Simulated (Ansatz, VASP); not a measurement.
**Rb: VASP beside Ansatz**

INCAR

```
PREC = Accurate ; ENCUT = 520
EDIFF = 1E-6 ; ISMEAR = 0
SIGMA = 0.1 ; LREAL = False
LASPH = True ; NELM = 80
ALGO = Normal ; ISIF = 2
LWAVE = False ; LCHARG = True
GGA = PE ; LELF = True
LVHAR = True ; NBANDS = 10
```

File KPOINTS:

```
Automatic mesh
0
Gamma
  10 10 10
```

File POSCAR:

```
Rb
1.0
   -2.8630707004      2.8630707004      2.8630707004
    2.8630707004     -2.8630707004      2.8630707004
    2.8630707004      2.8630707004     -2.8630707004
Rb
1
Direct
    0.0000000000      0.0000000000      0.0000000000
```

Input for Ansatz:

```yaml
crystal:
  lattice:
    - [-2.8630707004, 2.8630707004, 2.8630707004]
    - [2.8630707004, -2.8630707004, 2.8630707004]
    - [2.8630707004, 2.8630707004, -2.8630707004]
  atoms:
    - { symbol: Rb, position: [0.0, 0.0, 0.0] }
basis:
  ecutwfc: 420
kpoints:
  mp_grid: { grid: [10, 10, 10] }
hamiltonian:
  xc: pbe
  pseudopotentials: { kind: paw }
scf:
  occupations: { method: gaussian, width: 0.1 }
output:
  forces: true
  stress: true
  eigenvalues: true
```

Alike in both runs: task single point; functional PBE; k mesh 10 × 10 × 10; occupations gaussian, width 0.1 eV; no spin polarisation.

|  | VASP | Ansatz |
| --- | --- | --- |
| version | VASP 6.6.1 | Ansatz 0.2.0 |
| potentials or method | VASP PAW PBE potentials, release 64 (Rb_sv), cutoff 520 eV | scalar-relativistic, plane waves, PAW |
| valence electrons in the cell | 9 | 9 |

```csv
,VASP,Ansatz,Ansatz less VASP
gap on the k mesh at the Fermi level (eV),none,none,-
pressure (GPa),-0.1,-0.1,0.00
```

A gap of «none» marks a metal or a gap that the smearing closes.
